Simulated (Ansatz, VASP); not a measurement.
Si2W in VASP and in Ansatz

```xyz
3
Lattice="-1.6144 1.6144 3.9339 1.6144 -1.6144 3.9339 1.6144 1.6144 -3.9339" Properties=species:S:1:pos:R:3 pbc="T T T"
Si    0.0000    0.0000    2.6319
Si    0.0000    0.0000    5.2358
W     0.0000    0.0000    0.0000
```

Alike in both runs: functional PBE; k mesh 16 × 16 × 16; occupations fermi-dirac, width 0.05 eV; no spin polarisation.

Ansatz relaxed the structure, and its values are those at the end. VASP's run is a single point on that final structure, the one shown.

```csv
,VASP,Ansatz
version,VASP 6.6.1,Ansatz 0.2.0
potentials or method,"VASP PAW PBE potentials, release 64 (Si, W_sv), cutoff 520 eV","all-electron LAPW, scalar-relativistic"
```

```csv
,VASP,Ansatz,Ansatz less VASP
pressure (GPa),0.1,0.0,-0.07
```

Ansatz ran all-electron here, and VASP with PAW potentials.

Spin-orbit coupling is off throughout.
